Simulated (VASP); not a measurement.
LiLaTe3, 5 atoms in the cell. Symmetry: Pm-3m, No. 221, cubic system. Conventional cell: a = 5.066 Å, b = 5.066 Å, c = 5.066 Å, α = 90.00°, β = 90.00°, γ = 90.00°. La (site symmetry m-3m) has 12 Te at 3.58 Å and 8 Li at 4.39 Å within 4.7 Å. Li (site symmetry m-3m) has 6 Te at 2.53 Å within 3.3 Å. Within 3.3 Å of Te (site symmetry 4/mmm) lie 2 Li at 2.53 Å. 

- Program: VASP 6.6.1
- Task: single point
- Functional: LDA
- Potentials or basis: VASP PAW LDA potentials, release 64 (La, Li_sv, Te)
- Cutoff: 520 eV
- k mesh: 9 × 9 × 9
- Occupations: methfessel-paxton, width 0.02 eV
- Spin: no spin polarisation
- Dipole correction: no
- Further INCAR settings: ALGO = Normal; EDIFF = 1e-06; NBANDS = 24

Potentials or basis: VASP PAW LDA potentials, release 64 (La, Li_sv, Te).

The run is started by

```bash
$ cat potpaw_LDA.64/La/POTCAR potpaw_LDA.64/Li_sv/POTCAR potpaw_LDA.64/Te/POTCAR > POTCAR
$ mpirun -np 1 vasp_std > vasp.out
```

Hardware: 1 thread of Intel(R) Xeon(R) 6975P-C (Granite Rapids), with other jobs on the host.

Q: Estimate the wall time of this run.

A: Run time: 54 s on 1 thread of Intel(R) Xeon(R) 6975P-C (Granite Rapids), with other jobs on the host, peak memory 0.28 GiB. Counts: scf iterations 13, k points 35.
